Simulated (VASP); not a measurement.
# ZrB in VASP: a series of runs

ZrB is run at these levels: PBE; tasks: single point, relaxation of cell and atoms.

Program: VASP 6.6.1. These are calculated values, not measurements. Logs are shortened: lines on timing, memory, paths and dates and some standing lists are left out, and cuts for length are marked.

## Step 1: The cell of the first run

The structure is cubic, space group Fm-3m (No. 225). Conventional cell: a = 4.907 Å, b = 4.907 Å, c = 4.907 Å, α = 90.00°, β = 90.00°, γ = 90.00°. Within 3.2 Å of Zr (site symmetry m-3m) lie 6 B at 2.45 Å. B (site symmetry m-3m) has 6 Zr at 2.45 Å within 3.2 Å.

## Step 2: Single point, PBE

Input file INCAR:

```
SYSTEM = ZrB
  ALGO = Normal
  EDIFF = 1E-7
  ENCUT = 520
  GGA = PE
  ISIF = 2
  ISMEAR = -1
  LASPH = .TRUE.
  LCHARG = .FALSE.
  LREAL = .FALSE.
  LWAVE = .FALSE.
  NBANDS = 14
  NELM = 60
  PREC = Accurate
  SIGMA = 0.15
```

Input file KPOINTS:

```
k-points
0
G
  14 14 14
  0 0 0
```

Input file POSCAR:

```
ZrB
1.0
    0.0000000000      2.4532548558      2.4532548558
    2.4532548558      0.0000000000      2.4532548558
    2.4532548558      2.4532548558      0.0000000000
Zr B
1 1
Direct
    0.0000000000      0.0000000000      0.0000000000
    0.5000000000      0.5000000000      0.5000000000
```

Potentials or basis: VASP PAW PBE potentials, release 64 (Zr_sv, B).

Command:

```bash
$ cat potpaw_PBE.64/Zr_sv/POTCAR potpaw_PBE.64/B/POTCAR > POTCAR
$ mpirun -np 1 vasp_std > vasp.out
```

OUTCAR:

```text
SYSTEM = ZrB
   EDIFF = 1E-7
   ENCUT = 520
   GGA = PE
   ISIF = 2
   ISMEAR = -1
   LASPH = .TRUE.
   LREAL = .FALSE.
   NELM = 60
   PREC = Accurate

 ion  position               nearest neighbor table
   1  0.000  0.000  0.000-   2 2.45   2 2.45   2 2.45   2 2.45   2 2.45   2 2.45
   2  0.500  0.500  0.500-   1 2.45   1 2.45   1 2.45   1 2.45   1 2.45   1 2.45

  LATTYP: Found a face centered cubic cell.
 ALAT       =     4.9065097116

  Lattice vectors:

 A1 = (   0.0000000000,   2.4532548558,   2.4532548558)
 A2 = (   2.4532548558,   0.0000000000,   2.4532548558)
 A3 = (   2.4532548558,   2.4532548558,   0.0000000000)

Analysis of symmetry for initial positions (statically):
=====================================================================
 Subroutine PRICEL returns:
 Original cell was already a primitive cell.

 Routine SETGRP: Setting up the symmetry group for a
 face centered cubic supercell.

 Subroutine GETGRP returns: Found 48 space group operations
 (whereof 48 operations were pure point group operations)
 out of a pool of 48 trial point group operations.

The static configuration has the point symmetry O_h .

Analysis of symmetry for dynamics (positions and initial velocities):
=====================================================================
 Subroutine PRICEL returns:
 Original cell was already a primitive cell.

 Routine SETGRP: Setting up the symmetry group for a
 face centered cubic supercell.

 Subroutine GETGRP returns: Found 48 space group operations
 (whereof 48 operations were pure point group operations)
 out of a pool of 48 trial point group operations.

The dynamic configuration has the point symmetry O_h .

 Subroutine INISYM returns: Found 48 space group operations
 (whereof 48 operations are pure point group operations),
 and found     1 'primitive' translations

----------------------------------------------------------------------------------------

                                     Primitive cell

  volume of cell :      29.5296

  direct lattice vectors                    reciprocal lattice vectors
     0.000000000  2.453254856  2.453254856    -0.203810867  0.203810867  0.203810867
     2.453254856  0.000000000  2.453254856     0.203810867 -0.203810867  0.203810867
     2.453254856  2.453254856  0.000000000     0.203810867  0.203810867 -0.203810867

  length of vectors
     3.469426289  3.469426289  3.469426289     0.353010777  0.353010777  0.353010777

  position of ions in fractional coordinates (direct lattice)
     0.000000000  0.000000000  0.000000000
     0.500000000  0.500000000  0.500000000

  ion indices of the primitive-cell ions
   primitive index   ion index
                 1           1
                 2           2

----------------------------------------------------------------------------------------

 KPOINTS: k-points

Automatic generation of k-mesh.
 Grid dimensions read from file:
 generate k-points for:   14   14   14

 Generating k-lattice:

  Cartesian coordinates                     Fractional coordinates (reciprocal lattice)
    -0.014557919  0.014557919  0.014557919     0.071428571  0.000000000  0.000000000
     0.014557919 -0.014557919  0.014557919     0.000000000  0.071428571  0.000000000
     0.014557919  0.014557919 -0.014557919     0.000000000  0.000000000  0.071428571

  Length of vectors
     0.025215056  0.025215056  0.025215056

  Shift w.r.t. Gamma in fractional coordinates (k-lattice)
     0.000000000  0.000000000  0.000000000

 Subroutine IBZKPT returns following result:
 ===========================================

 Found    104 irreducible k-points:

 Following reciprocal coordinates:
            Coordinates               Weight
  0.000000  0.000000  0.000000      1.000000
  0.071429  0.000000  0.000000      8.000000
  0.142857  0.000000  0.000000      8.000000
  0.214286  0.000000  0.000000      8.000000
  0.285714  0.000000  0.000000      8.000000
  0.357143  0.000000  0.000000      8.000000
[... 16 lines left out ...]
  0.214286  0.142857  0.000000     24.000000
  0.285714  0.142857  0.000000     24.000000
 [... further k-points ...]
   k-points           NKPTS =    104   k-points in BZ     NKDIM =    104   number of bands    NBANDS=     14
   number of dos      NEDOS =    301   number of ions     NIONS =      2
   total plane-waves  NPLWV =  21952
   dimension x,y,z NGX =    28 NGY =   28 NGZ =   28
   dimension x,y,z NGXF=    56 NGYF=   56 NGZF=   56
   ions per type =               1   1
   NGX,Y,Z   is equivalent  to a cutoff of  13.42, 13.42, 13.42 a.u.
   NGXF,Y,Z  is equivalent  to a cutoff of  26.83, 26.83, 26.83 a.u.
 SYSTEM =  ZrB
   PREC   = accura    normal or accurate (medium, high low for compatibility)
   ISTART =      0    job   : 0-new  1-cont  2-samecut
   ICHARG =      2    charge: 1-file 2-atom 10-const
   ISPIN  =      1    spin polarized calculation?
   LNONCOLLINEAR =      F non collinear calculations
   LSORBIT =      F    spin-orbit coupling
   LASPH  =      T    aspherical Exc in radial PAW
   ENCUT  =  520.0 eV  38.22 Ry    6.18 a.u.   6.45  6.45  6.45*2*pi/ulx,y,z
   NELM   =     60;   NELMIN=  2; NELMDL= -5     # of ELM steps
   EDIFF  = 0.1E-06   stopping-criterion for ELM
   LREAL  =      F    real-space projection
   EDIFFG = 0.1E-05   stopping-criterion for IOM
   NSW    =      0    number of steps for IOM
   IBRION =     -1    ionic relax: 0-MD 1-quasi-New 2-CG
   NFREE  =      0    steps in history (QN), initial steepest desc. (CG)
   ISIF   =      2    stress and relaxation
   ISYM   =      2    0-nonsym 1-usesym 2-fastsym
   POTIM  = 0.5000    time-step for ionic-motion
   TEBEG  =    0.0;   TEEND  =   0.0 temperature during run
   PSTRESS=    0.0 pullay stress
   NELECT =      15.0000    total number of electrons
   NUPDOWN=      -1.0000    fix difference up-down
   EMIN   =  10.00;   EMAX   =-10.00  energy-range for DOS
   EFERMI =   0.00;   METHOD = LEGACY
   ISMEAR =    -1;   SIGMA  =   0.15  broadening in eV -4-tet -1-fermi 0-gaus
   EFERMI_NEDOS =   21; number of points for ismear=-14 and -15
   IALGO  =     38    algorithm
   IMIX   =      4    mixing-type and parameters
     AMIX     =   0.40;   BMIX     =  1.00
     AMIX_MAG =   1.60;   BMIX_MAG =  1.00
  volume/ion in A,a.u.               =      14.76        99.64
  Fermi-wavevector in a.u.,A,eV,Ry     =   1.306229  2.468414 23.214718  1.706234
  Thomas-Fermi vector in A             =   2.437045
   LORBIT       =      0    0 simple, 1 ext, 2 COOP (PROOUT), +10 PAW based schemes
   GGA     = PE    functional components
   LHFCALC =     F    Hartree Fock is set to
   AEXX    =    0.0000 exact exchange contribution
   IVDW    =     0    specifies the selected vdW correction
   LEPSILON=     F    determine dielectric tensor
   LRPA    =     F    only Hartree local field effects (RPA)
 non-spin polarized calculation
  energy-cutoff  :      520.00
  volume of cell :       29.53
 maximum number of plane-waves:       821
 NGX is ok and might be reduce to    28
   NGX = 13   NGY = 13   NGZ = 13

 number of electron      15.0000000 magnetization

 Free energy of the ion-electron system (eV)
  ---------------------------------------------------
  ext. energy  EPLUGINS =         0.00000000
  ---------------------------------------------------
  free energy    TOTEN  =       -16.04945590 eV

  energy without entropy =      -15.95550989  energy(sigma->0) =      -16.00248290

 E-fermi :   7.4778     XC(G=0): -11.4679

 val. band max:        7.4741598358   @ k =  -0.3571   0.5000   0.1429
 cond. band min:       7.4886248850   @ k =   0.1429   0.1429   0.0000
 fundamental gap:      0.0144650493
 Fermi energy:         7.4778296484

 k-point     1 :       0.0000    0.0000    0.0000
  band No.  band energies     occupation
      1     -40.0522      2.00000
      2     -17.8787      2.00000
      3     -17.8787      2.00000
      4     -17.8787      2.00000
      5      -0.5966      2.00000
      6       9.1809      0.00002
      7       9.1809      0.00002
      8       9.1809      0.00002
      9      10.5710      0.00000
     10      10.5710      0.00000
     11      10.8615      0.00000
     12      10.8615      0.00000
     13      10.8615      0.00000
     14      18.4100      0.00000

 k-point     2 :       0.0714    0.0000    0.0000
  band No.  band energies     occupation
      1     -40.0494      2.00000
      2     -17.9065      2.00000
      3     -17.8815      2.00000
      4     -17.8815      2.00000
      5      -0.4830      2.00000
      6       8.8002      0.00030
      7       9.1005      0.00004
      8       9.1005      0.00004
      9       9.8253      0.00000
     10       9.8253      0.00000
     11      11.0319      0.00000
     12      11.9139      0.00000
     13      11.9139      0.00000
     14      18.3837      0.00000

 k-point     3 :       0.1429    0.0000    0.0000
  band No.  band energies     occupation
      1     -40.0415      2.00000
      2     -17.9838      2.00000
      3     -17.8894      2.00000
      4     -17.8894      2.00000
      5      -0.1529      2.00000
      6       7.9879      0.06456
      7       8.4574      0.00291
      8       8.4574      0.00291
      9       9.8258      0.00000
     10       9.8258      0.00000
     11      11.3011      0.00000
     12      13.2206      0.00000
     13      13.2206      0.00000
     14      18.9191      0.00000
[... 324 lines left out ...]
 k-point    23 :       0.2143    0.1429    0.0000
  band No.  band energies     occupation
      1     -40.0293      2.00000
      2     -18.0467      2.00000
      3     -17.9315      2.00000
      4     -17.9256      2.00000
      5       0.3273      2.00000
      6       6.8141      1.97634
      7       7.9380      0.08889
      8       8.5156      0.00198
      9       9.0555      0.00005
     10      10.8993      0.00000
     11      12.3250      0.00000
     12      12.8004      0.00000
     13      14.9645      0.00000
     14      19.7736      0.00000

 k-point    24 :       0.2857    0.1429    0.0000
  band No.  band energies     occupation
      1     -40.0182      2.00000
      2     -18.1450      2.00000
      3     -17.9472      2.00000
      4     -17.9383      2.00000
      5       0.8313      2.00000
      6       6.1688      1.99968
      7       7.2984      1.53566
      8       7.9852      0.06569
      9       9.4928      0.00000
     10      11.2846      0.00000
     11      12.5588      0.00000
     12      13.8699      0.00000
     13      16.0508      0.00000
     14      19.5676      0.00000

 [... further k-points ...]
[... 5 lines left out ...]
  --------------------------------------------------------------------------------------
  -------------------------------------------------------------------------------------
  Total        0.0193822      0.0193822      0.0193822      0.0000000      0.0000000      0.0000000
  in kB        1.0516118      1.0516118      1.0516118      0.0000000      0.0000000      0.0000000
  external PRESSURE =       1.0516118 kB  Pullay stress =       0.0000000 kB

 VOLUME and BASIS-vectors are now :
 -----------------------------------------------------------------------------
  energy-cutoff  :      520.00
  volume of cell :       29.53
      direct lattice vectors                 reciprocal lattice vectors
     0.000000000  2.453254856  2.453254856    -0.203810867  0.203810867  0.203810867
     2.453254856  0.000000000  2.453254856     0.203810867 -0.203810867  0.203810867
     2.453254856  2.453254856  0.000000000     0.203810867  0.203810867 -0.203810867

 POSITION                                       TOTAL-FORCE (eV/Angst)
 -----------------------------------------------------------------------------------
      0.00000      0.00000      0.00000         0.000000      0.000000      0.000000
      2.45325      2.45325      2.45325        -0.000000     -0.000000     -0.000000
 -----------------------------------------------------------------------------------
    total drift:                               -0.000000      0.000000      0.000000

  FREE ENERGIE OF THE ION-ELECTRON SYSTEM (eV)
  ---------------------------------------------------
  free  energy   TOTEN  =       -16.0494559004 eV

  energy  without entropy=      -15.9555098903  energy(sigma->0) =      -16.00248290
```

Wall time 25 s (1 thread of AMD EPYC 9R45 (Zen 5), shared host); peak memory 0.15 GiB.

What came out:

```yaml
Free_energy: -16.0495 eV
Pressure: 0.1 GPa
```

Levels at points of the mesh, in eV from the Fermi level:
| k point | band 4 | band 5 | band 6 | band 7 | band 8 | band 9 | band 10 | band 11 | band 12 | band 13 |
| --- | --- | --- | --- | --- | --- | --- | --- | --- | --- | --- |
| (0.00, 0.00, 0.00) | -25.36 | -8.07 | 1.70 | 1.70 | 1.70 | 3.09 | 3.09 | 3.38 | 3.38 | 3.38 |
| (0.50, 0.00, 0.00) | -25.41 | -4.23 | -3.84 | -1.19 | -1.19 | 4.76 | 4.76 | 6.03 | 7.44 | 11.23 |
| (0.50, 0.50, 0.00) | -25.54 | -6.14 | -0.83 | -0.81 | 2.00 | 2.00 | 4.50 | 5.67 | 5.67 | 8.52 |

## Step 3: Relaxation of cell and atoms, PBE

Input file INCAR:

```
SYSTEM = ZrB
PREC = Accurate
ENCUT = 600
EDIFF = 1E-7
ISMEAR = -1
SIGMA = 0.15
LREAL = .False.
LASPH = .True.
NELM = 100
ALGO = Normal
ISIF = 3
LWAVE = .False.
LCHARG = .False.
GGA = PE
IBRION = 2
NSW = 80
EDIFFG = -0.001
```

Input file KPOINTS:

```
regular mesh
0
Gamma
  14 14 14
  0 0 0
```

Input file POSCAR:

```
ZrB
1.0
    0.0000000000      2.4520505296      2.4520505296
    2.4520505296      0.0000000000      2.4520505296
    2.4520505296      2.4520505296      0.0000000000
Zr B
1 1
Direct
    0.0000000000      0.0000000000      0.0000000000
    0.5000000000      0.5000000000      0.5000000000
```

Potentials or basis: VASP PAW PBE potentials, release 64 (Zr_sv, B).

Command:

```bash
$ cat potpaw_PBE.64/Zr_sv/POTCAR potpaw_PBE.64/B/POTCAR > POTCAR
$ mpirun -np 1 vasp_std > vasp.out
```

Run time: 46 s. Hardware: 1 thread of AMD EPYC 9R45 (Zen 5), shared host; peak memory 0.17 GiB.

The run converged. Its results:

| Property | Result |
| --- | --- |
| Free energy | -16.0501 eV |
| Relaxed volume | 14.77 Å³/atom |
| Relaxed cell | a = 3.470 Å, b = 3.470 Å, c = 3.470 Å, α = 60.00°, β = 60.00°, γ = 60.00° |
| Space group after relaxing (to 0.05 Å) | Fm-3m (No. 225) |
| Energy gained by relaxing | 0.0 meV/atom |
| Ionic steps | 3 |
| Pressure after relaxing | 0.0 GPa |

Final structure:
```
CELL_PARAMETERS angstrom
0.00000 2.45379 2.45379
2.45379 0.00000 2.45379
2.45379 2.45379 0.00000
ATOMIC_POSITIONS crystal
Zr 0.00000 0.00000 0.00000
B 0.50000 0.50000 0.50000
```

Levels at points of the mesh, in eV from the Fermi level:
| k point | band 6 | band 7 | band 8 | band 9 | band 10 | band 11 |
| --- | --- | --- | --- | --- | --- | --- |
| (0.00, 0.00, 0.00) | 1.70 | 1.70 | 1.70 | 3.09 | 3.09 | 3.38 |
| (0.50, 0.00, 0.00) | -3.83 | -1.19 | -1.19 | 4.76 | 4.76 | 6.02 |
| (0.50, 0.50, 0.00) | -0.84 | -0.81 | 2.00 | 2.00 | 4.50 | 5.67 |

(Continued in part 2 of 3.)
